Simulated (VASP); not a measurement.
Ru: single point with BLYP+D4

Ru:

```
Ru
1.0
     2.65056    0.00000    0.00000
    -1.32528    2.29546    0.00000
     0.00000    0.00000    4.19449
Ru
2
Direct
  0.66667 0.33333 0.75000
  0.33333 0.66667 0.25000
```

| Item | Value |
| --- | --- |
| Program | VASP 6.6.1 |
| Task | single point |
| Functional | BLYP |
| Dispersion | D4 |
| Potentials or basis | VASP PAW PBE potentials, release 64 (Ru_pv) |
| Cutoff | 520 eV |
| k mesh | 11 × 11 × 6 |
| Occupations | fermi-dirac, width 0.05 eV |
| Spin | no spin polarisation |

* Pressure: 32.2 GPa
* Band gap on the k mesh: zero (band 14 reaches 16.19 eV, above the bottom of band 15 at 12.81 eV)
* Dispersion energy per atom: -1.074 eV

Stress tensor (GPa, compression positive):
```
31.60  0.00  0.00
 0.00 31.60  0.00
 0.00  0.00 33.29
```

Levels at points of the mesh, in eV from the Fermi level:
| k point | band 12 | band 13 | band 14 | band 15 | band 16 | band 17 |
| --- | --- | --- | --- | --- | --- | --- |
| (0.00, 0.00, 0.00) | -2.05 | -2.05 | -1.48 | -1.48 | 1.35 | 1.35 |
| (0.00, 0.00, 0.50) | -2.97 | -2.73 | -2.73 | 0.65 | 0.65 | 0.65 |

It took 23 s on 1 thread of Intel(R) Xeon(R) 6975P-C (Granite Rapids) (shared host), peak memory 0.15 GiB.

Caveat: the PAW data sets were made with another functional, which shifts forces and pressure a little; pairwise dispersion overbinds metals, which lowers pressure and volume.
